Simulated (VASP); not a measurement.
# Tl (Fm-3m) in VASP: notebook

The runs below take Tl through single point, with LDA.

Everything below comes from runs of VASP 6.6.1. Logs are shortened: lines on timing, memory, paths and dates and some standing lists are left out, and cuts for length are marked.

## 1. The cell of the first run

Symmetry: Fm-3m, No. 225, cubic system. The conventional cell has a = 4.769 Å, b = 4.769 Å, c = 4.769 Å, α = 90.00°, β = 90.00°, γ = 90.00°. Within 4.4 Å of Tl (site symmetry m-3m) lie 12 Tl at 3.37 Å.

## 2. Single point, LDA

INCAR reads:

```
PREC = Accurate
ENCUT = 520
EDIFF = 1E-6
ISMEAR = -1
SIGMA = 0.1
LREAL = F
LASPH = T
NELM = 80
ALGO = Normal
ISIF = 2
LWAVE = F
LCHARG = F
GGA = CA
NBANDS = 12
```

KPOINTS reads:

```
regular mesh
0
Gamma
  13 13 13
```

POSCAR reads:

```
Tl
1.0
    0.0000000000      2.3846921351      2.3846921351
    2.3846921351      0.0000000000      2.3846921351
    2.3846921351      2.3846921351      0.0000000000
Tl
1
Direct
    0.0000000000      0.0000000000      0.0000000000
```

Potentials or basis: VASP PAW LDA potentials, release 64 (Tl_d).

The run is started by

```
$ cat potpaw_LDA.64/Tl_d/POTCAR > POTCAR
$ mpirun -np 1 vasp_std > vasp.out
```

OUTCAR:

```text
PREC = Accurate
   ENCUT = 520
   EDIFF = 1E-6
   ISMEAR = -1
   LREAL = F
   LASPH = T
   NELM = 80
   ISIF = 2
   GGA = CA

 ion  position               nearest neighbor table
   1  0.000  0.000  0.000-

  LATTYP: Found a face centered cubic cell.
 ALAT       =     4.7693842702

  Lattice vectors:

 A1 = (   0.0000000000,   2.3846921351,   2.3846921351)
 A2 = (   2.3846921351,   0.0000000000,   2.3846921351)
 A3 = (   2.3846921351,   2.3846921351,   0.0000000000)

Analysis of symmetry for initial positions (statically):
=====================================================================
 Subroutine PRICEL returns:
 Original cell was already a primitive cell.

 Routine SETGRP: Setting up the symmetry group for a
 face centered cubic supercell.

 Subroutine GETGRP returns: Found 48 space group operations
 (whereof 48 operations were pure point group operations)
 out of a pool of 48 trial point group operations.

The static configuration has the point symmetry O_h .

Analysis of symmetry for dynamics (positions and initial velocities):
=====================================================================
 Subroutine PRICEL returns:
 Original cell was already a primitive cell.

 Routine SETGRP: Setting up the symmetry group for a
 face centered cubic supercell.

 Subroutine GETGRP returns: Found 48 space group operations
 (whereof 48 operations were pure point group operations)
 out of a pool of 48 trial point group operations.

The dynamic configuration has the point symmetry O_h .

 Subroutine INISYM returns: Found 48 space group operations
 (whereof 48 operations are pure point group operations),
 and found     1 'primitive' translations

----------------------------------------------------------------------------------------

                                     Primitive cell

  volume of cell :      27.1223

  direct lattice vectors                    reciprocal lattice vectors
     0.000000000  2.384692135  2.384692135    -0.209670671  0.209670671  0.209670671
     2.384692135  0.000000000  2.384692135     0.209670671 -0.209670671  0.209670671
     2.384692135  2.384692135  0.000000000     0.209670671  0.209670671 -0.209670671

  length of vectors
     3.372463960  3.372463960  3.372463960     0.363160255  0.363160255  0.363160255

  position of ions in fractional coordinates (direct lattice)
     0.000000000  0.000000000  0.000000000

  ion indices of the primitive-cell ions
   primitive index   ion index
                 1           1

----------------------------------------------------------------------------------------

 KPOINTS: regular mesh

Automatic generation of k-mesh.
 Grid dimensions read from file:
 generate k-points for:   13   13   13

 Generating k-lattice:

  Cartesian coordinates                     Fractional coordinates (reciprocal lattice)
    -0.016128513  0.016128513  0.016128513     0.076923077  0.000000000  0.000000000
     0.016128513 -0.016128513  0.016128513     0.000000000  0.076923077  0.000000000
     0.016128513  0.016128513 -0.016128513     0.000000000  0.000000000  0.076923077

  Length of vectors
     0.027935404  0.027935404  0.027935404

  Shift w.r.t. Gamma in fractional coordinates (k-lattice)
     0.000000000  0.000000000  0.000000000

 Subroutine IBZKPT returns following result:
 ===========================================

 Found     84 irreducible k-points:

 Following reciprocal coordinates:
            Coordinates               Weight
  0.000000  0.000000  0.000000      1.000000
  0.076923  0.000000  0.000000      8.000000
  0.153846  0.000000  0.000000      8.000000
  0.230769  0.000000  0.000000      8.000000
  0.307692  0.000000  0.000000      8.000000
  0.384615  0.000000  0.000000      8.000000
[... 16 lines left out ...]
  0.384615  0.153846  0.000000     24.000000
  0.461538  0.153846  0.000000     24.000000
 [... further k-points ...]
   k-points           NKPTS =     84   k-points in BZ     NKDIM =     84   number of bands    NBANDS=     12
   number of dos      NEDOS =    301   number of ions     NIONS =      1
   total plane-waves  NPLWV =  21952
   dimension x,y,z NGX =    28 NGY =   28 NGZ =   28
   dimension x,y,z NGXF=    56 NGYF=   56 NGZF=   56
   ions per type =               1
   NGX,Y,Z   is equivalent  to a cutoff of  13.80, 13.80, 13.80 a.u.
   NGXF,Y,Z  is equivalent  to a cutoff of  27.61, 27.61, 27.61 a.u.
 SYSTEM =  unknown system
   PREC   = accura    normal or accurate (medium, high low for compatibility)
   ISTART =      0    job   : 0-new  1-cont  2-samecut
   ICHARG =      2    charge: 1-file 2-atom 10-const
   ISPIN  =      1    spin polarized calculation?
   LNONCOLLINEAR =      F non collinear calculations
   LSORBIT =      F    spin-orbit coupling
   LASPH  =      T    aspherical Exc in radial PAW
   ENCUT  =  520.0 eV  38.22 Ry    6.18 a.u.   6.27  6.27  6.27*2*pi/ulx,y,z
   NELM   =     80;   NELMIN=  2; NELMDL= -5     # of ELM steps
   EDIFF  = 0.1E-05   stopping-criterion for ELM
   LREAL  =      F    real-space projection
   EDIFFG = 0.1E-04   stopping-criterion for IOM
   NSW    =      0    number of steps for IOM
   IBRION =     -1    ionic relax: 0-MD 1-quasi-New 2-CG
   NFREE  =      0    steps in history (QN), initial steepest desc. (CG)
   ISIF   =      2    stress and relaxation
   ISYM   =      2    0-nonsym 1-usesym 2-fastsym
   POTIM  = 0.5000    time-step for ionic-motion
   TEBEG  =    0.0;   TEEND  =   0.0 temperature during run
   PSTRESS=    0.0 pullay stress
   NELECT =      13.0000    total number of electrons
   NUPDOWN=      -1.0000    fix difference up-down
   EMIN   =  10.00;   EMAX   =-10.00  energy-range for DOS
   EFERMI =   0.00;   METHOD = LEGACY
   ISMEAR =    -1;   SIGMA  =   0.10  broadening in eV -4-tet -1-fermi 0-gaus
   EFERMI_NEDOS =   21; number of points for ismear=-14 and -15
   IALGO  =     38    algorithm
   IMIX   =      4    mixing-type and parameters
     AMIX     =   0.40;   BMIX     =  1.00
     AMIX_MAG =   1.60;   BMIX_MAG =  1.00
  volume/ion in A,a.u.               =      27.12       183.03
  Fermi-wavevector in a.u.,A,eV,Ry     =   1.281190  2.421099 22.333263  1.641448
  Thomas-Fermi vector in A             =   2.413575
   LORBIT       =      0    0 simple, 1 ext, 2 COOP (PROOUT), +10 PAW based schemes
   GGA     = CA    functional components
   LHFCALC =     F    Hartree Fock is set to
   AEXX    =    0.0000 exact exchange contribution
   IVDW    =     0    specifies the selected vdW correction
   LEPSILON=     F    determine dielectric tensor
   LRPA    =     F    only Hartree local field effects (RPA)
 non-spin polarized calculation
  energy-cutoff  :      520.00
  volume of cell :       27.12
 maximum number of plane-waves:       748
 NGX is ok and might be reduce to    28
   NGX = 13   NGY = 13   NGZ = 13

 number of electron      13.0000002 magnetization

 Free energy of the ion-electron system (eV)
  ---------------------------------------------------
  ext. energy  EPLUGINS =         0.00000000
  ---------------------------------------------------
  free energy    TOTEN  =        -2.93063236 eV

  energy without entropy =       -2.91430094  energy(sigma->0) =       -2.92246665

 E-fermi :   6.8120     XC(G=0): -10.7686

 val. band max:        6.7768314146   @ k =   0.4615   0.2308   0.0000
 cond. band min:       6.8367222469   @ k =  -0.3077   0.3846   0.0769
 fundamental gap:      0.0598908323
 Fermi energy:         6.8119838350

 k-point     1 :       0.0000    0.0000    0.0000
  band No.  band energies     occupation
      1      -4.7692      2.00000
      2      -4.7692      2.00000
      3      -4.7692      2.00000
      4      -4.4471      2.00000
      5      -4.4471      2.00000
      6      -3.5736      2.00000
      7      17.5439      0.00000
      8      17.5439      0.00000
      9      17.5439      0.00000
     10      17.9152      0.00000
     11      21.9598      0.00000
     12      22.5075      0.00000

 k-point     2 :       0.0769    0.0000    0.0000
  band No.  band energies     occupation
      1      -4.7760      2.00000
      2      -4.7510      2.00000
      3      -4.7510      2.00000
      4      -4.4500      2.00000
      5      -4.4500      2.00000
      6      -3.4396      2.00000
      7      16.0236      0.00000
      8      17.4094      0.00000
      9      17.4094      0.00000
     10      17.9084      0.00000
     11      22.0972      0.00000
     12      22.6930      0.00000

 k-point     3 :       0.1538    0.0000    0.0000
  band No.  band energies     occupation
      1      -4.8064      2.00000
      2      -4.7117      2.00000
      3      -4.7117      2.00000
      4      -4.4459      2.00000
      5      -4.4459      2.00000
      6      -3.0237      2.00000
      7      13.3912      0.00000
      8      17.0502      0.00000
      9      17.0502      0.00000
     10      17.9351      0.00000
     11      21.6026      0.00000
     12      22.6349      0.00000
[... 286 lines left out ...]
 k-point    23 :       0.3846    0.1538    0.0000
  band No.  band energies     occupation
      1      -4.9387      2.00000
      2      -4.7185      2.00000
      3      -4.5939      2.00000
      4      -4.4586      2.00000
      5      -4.1993      2.00000
      6      -0.4584      2.00000
      7       7.7730      0.00013
      8      13.6841      0.00000
      9      13.8112      0.00000
     10      16.6076      0.00000
     11      21.1719      0.00000
     12      23.0377      0.00000

 k-point    24 :       0.4615    0.1538    0.0000
  band No.  band energies     occupation
      1      -4.9518      2.00000
      2      -4.7511      2.00000
      3      -4.6216      2.00000
      4      -4.3805      2.00000
      5      -4.1559      2.00000
      6       0.8002      2.00000
      7       5.7014      1.99997
      8      12.8581      0.00000
      9      13.8482      0.00000
     10      16.5035      0.00000
     11      22.3365      0.00000
     12      22.8099      0.00000

 [... further k-points ...]

------------------------ aborting loop because EDIFF is reached ----------------------------------------

  FORCE on cell =-STRESS in cart. coord.  units (eV):
  Direction    XX          YY          ZZ          XY          YZ          ZX
  --------------------------------------------------------------------------------------
  -------------------------------------------------------------------------------------
  Total        0.0080645      0.0080645      0.0080645      0.0000000     -0.0000000      0.0000000
  in kB        0.4763908      0.4763908      0.4763908      0.0000000     -0.0000000      0.0000000
  external PRESSURE =       0.4763908 kB  Pullay stress =       0.0000000 kB

 VOLUME and BASIS-vectors are now :
 -----------------------------------------------------------------------------
  energy-cutoff  :      520.00
  volume of cell :       27.12
      direct lattice vectors                 reciprocal lattice vectors
     0.000000000  2.384692135  2.384692135    -0.209670671  0.209670671  0.209670671
     2.384692135  0.000000000  2.384692135     0.209670671 -0.209670671  0.209670671
     2.384692135  2.384692135  0.000000000     0.209670671  0.209670671 -0.209670671

 POSITION                                       TOTAL-FORCE (eV/Angst)
 -----------------------------------------------------------------------------------
      0.00000      0.00000      0.00000        -0.000000     -0.000000     -0.000000
 -----------------------------------------------------------------------------------
    total drift:                               -0.000000     -0.000000     -0.000000

  FREE ENERGIE OF THE ION-ELECTRON SYSTEM (eV)
  ---------------------------------------------------
  free  energy   TOTEN  =        -2.9306323614 eV

  energy  without entropy=       -2.9143009427  energy(sigma->0) =       -2.92246665
```

It took 25 s on 1 thread of AMD EPYC 7R13 (Zen 3), shared host; peak memory 0.12 GiB.

What came out:

* Free energy: -2.9306 eV
* Pressure: 0.0 GPa

Levels at points of the mesh, in eV from the Fermi level:
```csv
k point,band 2,band 3,band 4,band 5,band 6,band 7,band 8,band 9,band 10,band 11
"(0.00, 0.00, 0.00)",-11.58,-11.58,-11.26,-11.26,-10.39,10.73,10.73,10.73,11.10,15.15
```

Caveat: spin-orbit coupling is left out, which moves the levels of the heavy elements.

## 3. Single point, LDA (volume scaled by 1.04)

INCAR reads:

```
SYSTEM = Tl
ALGO = Normal
EDIFF = 1E-7
ENCUT = 520
GGA = CA
ISIF = 2
ISMEAR = -1
LASPH = .TRUE.
LCHARG = .TRUE.
LELF = .TRUE.
LREAL = .FALSE.
LVHAR = .TRUE.
LWAVE = .FALSE.
NBANDS = 12
NELM = 80
PREC = Accurate
SIGMA = 0.1
```

KPOINTS reads:

```
k-points
0
G
  13 13 13
  0 0 0
```

POSCAR reads:

```
Tl
1.0
    0.0000000000      2.4160732619      2.4160732619
    2.4160732619      0.0000000000      2.4160732619
    2.4160732619      2.4160732619      0.0000000000
Tl
1
Direct
    0.0000000000      0.0000000000      0.0000000000
```

Potentials or basis: VASP PAW LDA potentials, release 64 (Tl_d).

The run is started by

```
$ cat potpaw_LDA.64/Tl_d/POTCAR > POTCAR
$ mpirun -np 1 vasp_std > vasp.out
```

Run time: 29 s. Hardware: 1 thread of AMD EPYC 7R13 (Zen 3), shared host; peak memory 0.13 GiB.

The run converged. Its results:

- Free energy: -2.9260 eV
- Pressure: -1.5 GPa

Levels at points of the mesh, in eV from the Fermi level:
| k point | band 4 | band 5 | band 6 | band 7 | band 8 | band 9 |
| --- | --- | --- | --- | --- | --- | --- |
| (0.00, 0.00, 0.00) | -11.23 | -11.23 | -10.10 | 10.40 | 10.40 | 10.40 |

Caveat: spin-orbit coupling is left out, which moves the levels of the heavy elements.

## 4. Single point, LDA (volume scaled by 1.08)

INCAR reads:

```
PREC = Accurate
ENCUT = 520
EDIFF = 1E-6
ISMEAR = -1
SIGMA = 0.1
LREAL = False
LASPH = True
NELM = 100
ALGO = Normal
ISIF = 2
LWAVE = False
LCHARG = False
GGA = CA
NBANDS = 12
```

KPOINTS reads:

```
regular mesh
0
Gamma
  13 13 13
```

POSCAR reads:

```
Tl
1.0
    0.0000000000      2.4466597147      2.4466597147
    2.4466597147      0.0000000000      2.4466597147
    2.4466597147      2.4466597147      0.0000000000
Tl
1
Direct
    0.0000000000      0.0000000000      0.0000000000
```

The run is started by

```
$ cat potpaw_LDA.64/Tl_d/POTCAR > POTCAR
$ mpirun -np 1 vasp_std > vasp.out
```

Wall time 24 s (1 thread of AMD EPYC 7R13 (Zen 3), shared host); peak memory 0.13 GiB.

It converged, with:

```
Free energy : -2.9121 eV
Pressure    : -2.7 GPa
```

Levels at points of the mesh, in eV from the Fermi level:
| k point | band 3 | band 4 | band 5 | band 6 | band 7 | band 8 | band 9 | band 10 |
| --- | --- | --- | --- | --- | --- | --- | --- | --- |
| (0.00, 0.00, 0.00) | -11.47 | -11.20 | -11.20 | -9.85 | 10.07 | 10.07 | 10.07 | 11.00 |

Caveat: spin-orbit coupling is left out, which moves the levels of the heavy elements.

## 5. The runs side by side

| cell | gap on the mesh (eV) | pressure (GPa) |
| --- | --- | --- |
| a = 3.372 Å, angles 60.0°, 1 atom | none | 0.0 |
| a = 3.417 Å, angles 60.0°, 1 atom | none | -1.5 |
| a = 3.460 Å, angles 60.0°, 1 atom | none | -2.7 |

Alike in all rows: task single point; level LDA; potentials or basis VASP PAW LDA potentials, release 64 (Tl_d); no spin polarisation; k mesh 13 × 13 × 13; cutoff (eV) 520; smearing fermi-dirac 0.1 eV.

Caveats: spin-orbit coupling is left out, which moves the levels of the heavy elements.

Total energies depend on the potentials used, so only differences within one code and one set of settings carry meaning.
